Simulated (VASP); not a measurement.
# Ge (Pm-3m) in VASP: notebook

The runs below take Ge through single point, with revPBE.

Everything below comes from runs of VASP 6.6.1. Logs are shortened: lines on timing, memory, paths and dates and some standing lists are left out, and cuts for length are marked.

### Step 1. The cell of the first run

Symmetry: Pm-3m, No. 221, cubic system. Conventional cell: a = 2.693 Å, b = 2.693 Å, c = 2.693 Å, α = 90.00°, β = 90.00°, γ = 90.00°. Ge (site symmetry m-3m) has 6 Ge at 2.69 Å within 3.6 Å.

### Step 2. Single point, revPBE (volume scaled by 0.96)

INCAR

```
PREC = Accurate ; ENCUT = 520
EDIFF = 1E-6 ; ISMEAR = -1
SIGMA = 0.1 ; LREAL = F
LASPH = T ; NELM = 80
ALGO = Normal ; ISIF = 2
LWAVE = F ; LCHARG = F
GGA = RE ; NBANDS = 13
```

KPOINTS

```
Automatic mesh
0
Gamma
  13 13 13
```

POSCAR

```
Ge
1.0
    2.6931425687      0.0000000000      0.0000000000
    0.0000000000      2.6931425687      0.0000000000
    0.0000000000      0.0000000000      2.6931425687
Ge
1
Direct
    0.0000000000      0.0000000000      0.0000000000
```

Potentials or basis: VASP PAW PBE potentials, release 64 (Ge_d).

Run with:

```sh
$ cat potpaw_PBE.64/Ge_d/POTCAR > POTCAR
$ mpirun -np 1 vasp_std > vasp.out
```

OUTCAR:

```text
PREC = Accurate
   ENCUT = 520
   EDIFF = 1E-6
   ISMEAR = -1
   LREAL = F
   LASPH = T
   NELM = 80
   ISIF = 2
   GGA = RE

 ion  position               nearest neighbor table
   1  0.000  0.000  0.000-

  LATTYP: Found a simple cubic cell.
 ALAT       =     2.6931425687

  Lattice vectors:

 A1 = (   2.6931425687,   0.0000000000,   0.0000000000)
 A2 = (   0.0000000000,   2.6931425687,   0.0000000000)
 A3 = (   0.0000000000,   0.0000000000,   2.6931425687)

Analysis of symmetry for initial positions (statically):
=====================================================================
 Subroutine PRICEL returns:
 Original cell was already a primitive cell.

 Routine SETGRP: Setting up the symmetry group for a
 simple cubic supercell.

 Subroutine GETGRP returns: Found 48 space group operations
 (whereof 48 operations were pure point group operations)
 out of a pool of 48 trial point group operations.

The static configuration has the point symmetry O_h .

Analysis of symmetry for dynamics (positions and initial velocities):
=====================================================================
 Subroutine PRICEL returns:
 Original cell was already a primitive cell.

 Routine SETGRP: Setting up the symmetry group for a
 simple cubic supercell.

 Subroutine GETGRP returns: Found 48 space group operations
 (whereof 48 operations were pure point group operations)
 out of a pool of 48 trial point group operations.

The dynamic configuration has the point symmetry O_h .

 Subroutine INISYM returns: Found 48 space group operations
 (whereof 48 operations are pure point group operations),
 and found     1 'primitive' translations

----------------------------------------------------------------------------------------

                                     Primitive cell

  volume of cell :      19.5334

  direct lattice vectors                    reciprocal lattice vectors
     2.693142569  0.000000000  0.000000000     0.371313428  0.000000000  0.000000000
     0.000000000  2.693142569  0.000000000     0.000000000  0.371313428  0.000000000
     0.000000000  0.000000000  2.693142569     0.000000000  0.000000000  0.371313428

  length of vectors
     2.693142569  2.693142569  2.693142569     0.371313428  0.371313428  0.371313428

  position of ions in fractional coordinates (direct lattice)
     0.000000000  0.000000000  0.000000000

  ion indices of the primitive-cell ions
   primitive index   ion index
                 1           1

----------------------------------------------------------------------------------------

 KPOINTS: Automatic mesh

Automatic generation of k-mesh.
 Grid dimensions read from file:
 generate k-points for:   13   13   13

 Generating k-lattice:

  Cartesian coordinates                     Fractional coordinates (reciprocal lattice)
     0.028562571  0.000000000  0.000000000     0.076923077  0.000000000  0.000000000
     0.000000000  0.028562571  0.000000000     0.000000000  0.076923077  0.000000000
     0.000000000  0.000000000  0.028562571     0.000000000  0.000000000  0.076923077

  Length of vectors
     0.028562571  0.028562571  0.028562571

  Shift w.r.t. Gamma in fractional coordinates (k-lattice)
     0.000000000  0.000000000  0.000000000

 Subroutine IBZKPT returns following result:
 ===========================================

 Found     84 irreducible k-points:

 Following reciprocal coordinates:
            Coordinates               Weight
  0.000000  0.000000  0.000000      1.000000
  0.076923  0.000000  0.000000      6.000000
  0.153846  0.000000  0.000000      6.000000
  0.230769  0.000000  0.000000      6.000000
  0.307692  0.000000  0.000000      6.000000
  0.384615  0.000000  0.000000      6.000000
[... 16 lines left out ...]
  0.307692  0.307692  0.000000     12.000000
  0.384615  0.307692  0.000000     24.000000
 [... further k-points ...]
   k-points           NKPTS =     84   k-points in BZ     NKDIM =     84   number of bands    NBANDS=     13
   number of dos      NEDOS =    301   number of ions     NIONS =      1
   total plane-waves  NPLWV =   8000
   dimension x,y,z NGX =    20 NGY =   20 NGZ =   20
   dimension x,y,z NGXF=    40 NGYF=   40 NGZF=   40
   ions per type =               1
   NGX,Y,Z   is equivalent  to a cutoff of  12.35, 12.35, 12.35 a.u.
   NGXF,Y,Z  is equivalent  to a cutoff of  24.69, 24.69, 24.69 a.u.
 SYSTEM =  unknown system
   PREC   = accura    normal or accurate (medium, high low for compatibility)
   ISTART =      0    job   : 0-new  1-cont  2-samecut
   ICHARG =      2    charge: 1-file 2-atom 10-const
   ISPIN  =      1    spin polarized calculation?
   LNONCOLLINEAR =      F non collinear calculations
   LSORBIT =      F    spin-orbit coupling
   LASPH  =      T    aspherical Exc in radial PAW
   ENCUT  =  520.0 eV  38.22 Ry    6.18 a.u.   5.01  5.01  5.01*2*pi/ulx,y,z
   NELM   =     80;   NELMIN=  2; NELMDL= -5     # of ELM steps
   EDIFF  = 0.1E-05   stopping-criterion for ELM
   LREAL  =      F    real-space projection
   EDIFFG = 0.1E-04   stopping-criterion for IOM
   NSW    =      0    number of steps for IOM
   IBRION =     -1    ionic relax: 0-MD 1-quasi-New 2-CG
   NFREE  =      0    steps in history (QN), initial steepest desc. (CG)
   ISIF   =      2    stress and relaxation
   ISYM   =      2    0-nonsym 1-usesym 2-fastsym
   POTIM  = 0.5000    time-step for ionic-motion
   TEBEG  =    0.0;   TEEND  =   0.0 temperature during run
   PSTRESS=    0.0 pullay stress
   NELECT =      14.0000    total number of electrons
   NUPDOWN=      -1.0000    fix difference up-down
   EMIN   =  10.00;   EMAX   =-10.00  energy-range for DOS
   EFERMI =   0.00;   METHOD = LEGACY
   ISMEAR =    -1;   SIGMA  =   0.10  broadening in eV -4-tet -1-fermi 0-gaus
   EFERMI_NEDOS =   21; number of points for ismear=-14 and -15
   IALGO  =     38    algorithm
   IMIX   =      4    mixing-type and parameters
     AMIX     =   0.40;   BMIX     =  1.00
     AMIX_MAG =   1.60;   BMIX_MAG =  1.00
  volume/ion in A,a.u.               =      19.53       131.82
  Fermi-wavevector in a.u.,A,eV,Ry     =   1.465069  2.768580 29.203926  2.146428
  Thomas-Fermi vector in A             =   2.580970
   LORBIT       =      0    0 simple, 1 ext, 2 COOP (PROOUT), +10 PAW based schemes
   GGA     = RE    functional components
   LHFCALC =     F    Hartree Fock is set to
   AEXX    =    0.0000 exact exchange contribution
   IVDW    =     0    specifies the selected vdW correction
   LEPSILON=     F    determine dielectric tensor
   LRPA    =     F    only Hartree local field effects (RPA)
 non-spin polarized calculation
  energy-cutoff  :      520.00
  volume of cell :       19.53
 maximum number of plane-waves:       538
   NGX = 11   NGY = 11   NGZ = 11

 number of electron      13.9999962 magnetization

 Free energy of the ion-electron system (eV)
  ---------------------------------------------------
  ext. energy  EPLUGINS =         0.00000000
  ---------------------------------------------------
  free energy    TOTEN  =        -3.97208840 eV

  energy without entropy =       -3.95773591  energy(sigma->0) =       -3.96491216

 E-fermi :   6.2689     XC(G=0): -10.9228

 val. band max:        6.2627466073   @ k =   0.3077   0.3077   0.0000
 cond. band min:       6.3692521504   @ k =   0.2308   0.0769   0.0000
 fundamental gap:      0.1065055431
 Fermi energy:         6.2688567821

 k-point     1 :       0.0000    0.0000    0.0000
  band No.  band energies     occupation
      1     -18.5221      2.00000
      2     -18.5221      2.00000
      3     -18.2668      2.00000
      4     -18.2668      2.00000
      5     -18.2668      2.00000
      6      -6.6747      2.00000
      7      12.9186      0.00000
      8      12.9186      0.00000
      9      12.9186      0.00000
     10      16.2479      0.00000
     11      16.2479      0.00000
     12      18.8832      0.00000
     13      35.0496      0.00000

 k-point     2 :       0.0769    0.0000    0.0000
  band No.  band energies     occupation
      1     -18.5213      2.00000
      2     -18.5106      2.00000
      3     -18.2707      2.00000
      4     -18.2707      2.00000
      5     -18.2665      2.00000
      6      -6.5571      2.00000
      7      11.2702      0.00000
      8      13.0323      0.00000
      9      13.0323      0.00000
     10      16.3523      0.00000
     11      17.4309      0.00000
     12      19.6521      0.00000
     13      32.5005      0.00000

 k-point     3 :       0.1538    0.0000    0.0000
  band No.  band energies     occupation
      1     -18.5190      2.00000
      2     -18.4788      2.00000
      3     -18.2813      2.00000
      4     -18.2813      2.00000
      5     -18.2656      2.00000
      6      -6.2053      2.00000
      7       8.7287      0.00000
      8      13.3665      0.00000
      9      13.3665      0.00000
     10      16.6640      0.00000
     11      18.2745      0.00000
     12      22.2337      0.00000
     13      29.8336      0.00000
[... 305 lines left out ...]
 k-point    23 :       0.3077    0.3077    0.0000
  band No.  band energies     occupation
      1     -18.4458      2.00000
      2     -18.3715      2.00000
      3     -18.3079      2.00000
      4     -18.3065      2.00000
      5     -18.3022      2.00000
      6      -2.9928      2.00000
      7       5.2799      1.99990
      8       6.2627      1.03054
      9      15.1638      0.00000
     10      16.2315      0.00000
     11      20.7714      0.00000
     12      26.6988      0.00000
     13      27.2972      0.00000

 k-point    24 :       0.3846    0.3077    0.0000
  band No.  band energies     occupation
      1     -18.4369      2.00000
      2     -18.3886      2.00000
      3     -18.3199      2.00000
      4     -18.3057      2.00000
      5     -18.2670      2.00000
      6      -2.0431      2.00000
      7       3.7544      2.00000
      8       6.6644      0.03759
      9      13.4523      0.00000
     10      16.9378      0.00000
     11      21.7146      0.00000
     12      25.3719      0.00000
     13      25.9304      0.00000

 [... further k-points ...]
[... 5 lines left out ...]
  --------------------------------------------------------------------------------------
  -------------------------------------------------------------------------------------
  Total        0.3211611      0.3211611      0.3211611     -0.0000000     -0.0000000      0.0000000
  in kB       26.3424106     26.3424106     26.3424106     -0.0000000     -0.0000000      0.0000000
  external PRESSURE =      26.3424106 kB  Pullay stress =       0.0000000 kB

 VOLUME and BASIS-vectors are now :
 -----------------------------------------------------------------------------
  energy-cutoff  :      520.00
  volume of cell :       19.53
      direct lattice vectors                 reciprocal lattice vectors
     2.693142569  0.000000000  0.000000000     0.371313428  0.000000000  0.000000000
     0.000000000  2.693142569  0.000000000     0.000000000  0.371313428  0.000000000
     0.000000000  0.000000000  2.693142569     0.000000000  0.000000000  0.371313428

 POSITION                                       TOTAL-FORCE (eV/Angst)
 -----------------------------------------------------------------------------------
      0.00000      0.00000      0.00000         0.000000      0.000000      0.000000
 -----------------------------------------------------------------------------------
    total drift:                                0.000000      0.000000      0.000000

  FREE ENERGIE OF THE ION-ELECTRON SYSTEM (eV)
  ---------------------------------------------------
  free  energy   TOTEN  =        -3.9720883984 eV

  energy  without entropy=       -3.9577359128  energy(sigma->0) =       -3.96491216
```

Wall time 16 s (1 thread of Intel Xeon 6975P-C, shared host); peak memory 0.14 GiB.

What came out:

| Quantity | Value |
| --- | --- |
| Free energy | -3.9721 eV |
| Pressure | 2.6 GPa |
| Band gap on the k mesh | zero (band 7 reaches 12.92 eV, above the bottom of band 8 at 3.91 eV) |

Caveat: the cell differs from its parent crystal (volume scaled by 0.96); the PAW data sets were made with another functional, which shifts forces and pressure a little.

### Step 3. Single point, revPBE

This run uses another cell than the first one, of 20.35 Å³/atom, 1.042 times its volume.

INCAR

```
PREC = Accurate
ENCUT = 520
EDIFF = 1E-7
ISMEAR = -1
SIGMA = 0.1
LREAL = F
LASPH = T
NELM = 80
ALGO = Normal
ISIF = 2
LWAVE = F
LCHARG = F
GGA = RE
NBANDS = 13
```

KPOINTS

```
regular mesh
0
Gamma
  13 13 13
```

POSCAR

```
Ge
1.0
    2.7300395176      0.0000000000      0.0000000000
    0.0000000000      2.7300395176      0.0000000000
    0.0000000000      0.0000000000      2.7300395176
Ge
1
Direct
    0.0000000000      0.0000000000      0.0000000000
```

Potentials or basis: VASP PAW PBE potentials, release 64 (Ge_d).

Run with:

```sh
$ cat potpaw_PBE.64/Ge_d/POTCAR > POTCAR
$ mpirun -np 1 vasp_std > vasp.out
```

OUTCAR:

```text
PREC = Accurate
   ENCUT = 520
   EDIFF = 1E-7
   ISMEAR = -1
   LREAL = F
   LASPH = T
   NELM = 80
   ISIF = 2
   GGA = RE

 ion  position               nearest neighbor table
   1  0.000  0.000  0.000-

  LATTYP: Found a simple cubic cell.
 ALAT       =     2.7300395176

  Lattice vectors:

 A1 = (   2.7300395176,   0.0000000000,   0.0000000000)
 A2 = (   0.0000000000,   2.7300395176,   0.0000000000)
 A3 = (   0.0000000000,   0.0000000000,   2.7300395176)

Analysis of symmetry for initial positions (statically):
=====================================================================
 Subroutine PRICEL returns:
 Original cell was already a primitive cell.

 Routine SETGRP: Setting up the symmetry group for a
 simple cubic supercell.

 Subroutine GETGRP returns: Found 48 space group operations
 (whereof 48 operations were pure point group operations)
 out of a pool of 48 trial point group operations.

The static configuration has the point symmetry O_h .

Analysis of symmetry for dynamics (positions and initial velocities):
=====================================================================
 Subroutine PRICEL returns:
[... 158 lines left out ...]
 fundamental gap:      0.0358299556
 Fermi energy:         5.8406243919

 k-point     1 :       0.0000    0.0000    0.0000
  band No.  band energies     occupation
      1     -18.9114      2.00000
      2     -18.9114      2.00000
      3     -18.6849      2.00000
      4     -18.6849      2.00000
      5     -18.6849      2.00000
      6      -6.7719      2.00000
      7      12.2752      0.00000
      8      12.2752      0.00000
      9      12.2752      0.00000
     10      15.6749      0.00000
     11      15.6749      0.00000
     12      18.0374      0.00000
     13      34.1192      0.00000
[... 354 lines left out ...]
  band No.  band energies     occupation
      1     -18.8353      2.00000
      2     -18.7920      2.00000
      3     -18.7320      2.00000
      4     -18.7194      2.00000
      5     -18.6839      2.00000
      6      -2.3246      2.00000
      7       3.4406      2.00000
      8       6.2068      0.05008
      9      12.9640      0.00000
     10      16.0818      0.00000
     11      20.9334      0.00000
     12      24.5330      0.00000
     13      25.1025      0.00000

 [... further k-points ...]
[... 5 lines left out ...]
  --------------------------------------------------------------------------------------
  -------------------------------------------------------------------------------------
  Total       -0.0089720     -0.0089720     -0.0089720      0.0000000      0.0000000      0.0000000
  in kB       -0.7064666     -0.7064666     -0.7064666      0.0000000      0.0000000      0.0000000
  external PRESSURE =      -0.7064666 kB  Pullay stress =       0.0000000 kB

 VOLUME and BASIS-vectors are now :
 -----------------------------------------------------------------------------
  energy-cutoff  :      520.00
  volume of cell :       20.35
      direct lattice vectors                 reciprocal lattice vectors
     2.730039518  0.000000000  0.000000000     0.366295064  0.000000000  0.000000000
     0.000000000  2.730039518  0.000000000     0.000000000  0.366295064  0.000000000
     0.000000000  0.000000000  2.730039518     0.000000000  0.000000000  0.366295064

 POSITION                                       TOTAL-FORCE (eV/Angst)
 -----------------------------------------------------------------------------------
      0.00000      0.00000      0.00000         0.000000      0.000000      0.000000
 -----------------------------------------------------------------------------------
    total drift:                               -0.000000      0.000000      0.000000

  FREE ENERGIE OF THE ION-ELECTRON SYSTEM (eV)
  ---------------------------------------------------
  free  energy   TOTEN  =        -3.9789598426 eV

  energy  without entropy=       -3.9642283641  energy(sigma->0) =       -3.97159410
```

stdout:

```text
POSCAR found type information on POSCAR Ge
 POSCAR found :  1 types and       1 ions
 scaLAPACK will be used
 -----------------------------------------------------------------------------
|                                                                             |
|                                                                             |
|     You enforced a specific xc type in the INCAR file but a different       |
|     I HOPE YOU KNOW WHAT YOU ARE DOING!                                     |
|                                                                             |
 -----------------------------------------------------------------------------

 LDA part: xc-table for (Slater+PW92), standard interpolation
 POSCAR, INCAR and KPOINTS ok, starting setup
 FFT: planning ... GRIDC
 FFT: planning ... GRID_SOFT
 FFT: planning ... GRID
 WAVECAR not read
 entering main loop
```

It took 23 s on 1 thread of Intel Xeon 6975P-C, shared host; peak memory 0.13 GiB.

What came out:

```
Free energy            : -3.9790 eV
Pressure               : -0.1 GPa
Band gap on the k mesh : zero (band 7 reaches 12.28 eV, above the bottom of band 8 at 3.57 eV)
```

Caveat: the PAW data sets were made with another functional, which shifts forces and pressure a little.

### Step 4. Single point, revPBE (volume scaled by 1.04)

INCAR

```
ALGO = Normal
EDIFF = 1E-7
ENCUT = 520
GGA = RE
ISIF = 2
ISMEAR = -1
LASPH = True
LCHARG = False
LREAL = False
LWAVE = False
NBANDS = 13
NELM = 60
PREC = Accurate
SIGMA = 0.1
```

KPOINTS

```
k-points
0
Gamma
  13 13 13
```

POSCAR

```
Ge
1.0
    2.7659652100      0.0000000000      0.0000000000
    0.0000000000      2.7659652100      0.0000000000
    0.0000000000      0.0000000000      2.7659652100
Ge
1
Direct
    0.0000000000      0.0000000000      0.0000000000
```

Run with:

```sh
$ cat potpaw_PBE.64/Ge_d/POTCAR > POTCAR
$ mpirun -np 1 vasp_std > vasp.out
```

Wall time 26 s (1 thread of Intel Xeon 6975P-C, shared host); peak memory 0.15 GiB.

The run converged. Its results:

* Free energy: -3.9728 eV
* Pressure: -2.4 GPa
* Band gap on the k mesh: zero (band 7 reaches 11.68 eV, above the bottom of band 8 at 3.27 eV)

Levels at points of the mesh, in eV from the Fermi level:
```
           k point  band 3  band 4  band 5  band 6  band 7  band 8  band 9  band 10  band 11  band 12
(0.00, 0.00, 0.00)  -24.52  -24.52  -24.52  -12.31    6.23    6.23    6.23     9.70     9.70    11.80
```

Caveat: the cell differs from its parent crystal (volume scaled by 1.04); the PAW data sets were made with another functional, which shifts forces and pressure a little.

### Step 5. Overview

```tsv
cell	gap on the mesh (eV)	pressure (GPa)
a = 2.693 Å, 1 atom	none	2.6
a = 2.730 Å, 1 atom	none	-0.1
a = 2.766 Å, 1 atom	none	-2.4
```

Alike in all rows: task single point; level revPBE; potentials or basis VASP PAW PBE potentials, release 64 (Ge_d); no spin polarisation; k mesh 13 × 13 × 13; cutoff (eV) 520; smearing fermi-dirac 0.1 eV.

Caveats: the PAW data sets were made with another functional, which shifts forces and pressure a little.

Total energies depend on the potentials used, so only differences within one code and one set of settings carry meaning.
